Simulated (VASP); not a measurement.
A run of VASP 6.6.1 is set up as follows.

The input INCAR:

```
  PREC = Accurate
  ENCUT = 520
  EDIFF = 1E-6
  ISMEAR = 0
  SIGMA = 0.05
  LREAL = Auto
  LASPH = T
  NELM = 100
  ALGO = Normal
  ISIF = 2
  LWAVE = F
  LCHARG = F
  GGA = PE
  NBANDS = 42
  NELECT = 56.0
```

Contents of KPOINTS:

```
Automatic mesh
0
Gamma
  4 4 4
```

File POSCAR:

```
Al8N7
1.0
    0.0000000000      4.0705261175     -4.0705261175
    4.0705261175      4.0705261175      0.0000000000
    4.0705261175      0.0000000000     -4.0705261175
Al N
8 7
Direct
    0.2500000000      0.7500000000      0.2500000000
    0.2500000000      0.2500000000      0.2500000000
    0.7500000000      0.7500000000      0.2500000000
    0.7500000000      0.2500000000      0.2500000000
    0.2500000000      0.7500000000      0.7500000000
    0.2500000000      0.2500000000      0.7500000000
    0.7500000000      0.7500000000      0.7500000000
    0.7500000000      0.2500000000      0.7500000000
    0.5307085611     -0.2807085611      0.0307085611
    1.0000000000      0.5000000000      0.0000000000
    1.0000000000      0.0000000000      0.0000000000
    0.5000000000      0.5000000000      0.5000000000
    0.5000000000      0.0000000000      0.5000000000
    1.0000000000      0.5000000000      0.5000000000
    1.0000000000      0.0000000000      0.5000000000
```

Potentials or basis: VASP PAW PBE potentials, release 64 (Al, N).

The run is started by

```console
$ cat potpaw_PBE.64/Al/POTCAR potpaw_PBE.64/N/POTCAR > POTCAR
$ mpirun -np 1 vasp_std > vasp.out
```

Estimate the largest force.

19.926 eV/Å.

Forces in eV/Å, atoms in the order of the input:
```
Al   13.943 -13.943   2.875
Al    2.897  -2.897   0.070
Al   -0.458  -0.458  -2.260
Al    0.458   0.458  -2.260
Al    0.041   0.041   2.524
Al   -0.041  -0.041   2.524
Al  -13.943  13.943   2.875
Al   -2.897   2.897   0.070
N     0.000   0.000  -3.143
N    -1.253   1.253  -2.985
N     0.578  -0.578   1.365
N     1.253  -1.253  -2.985
N    -0.578   0.578   1.365
N    -0.027  -0.027  -0.017
N     0.027   0.027  -0.017
```

Caveat: the cell carries a net charge on a neutralising background, which shifts energy and pressure; the cell differs from its parent crystal (atom 9 moved 0.500 of the way to it and -0.250 Å across, host rigid).
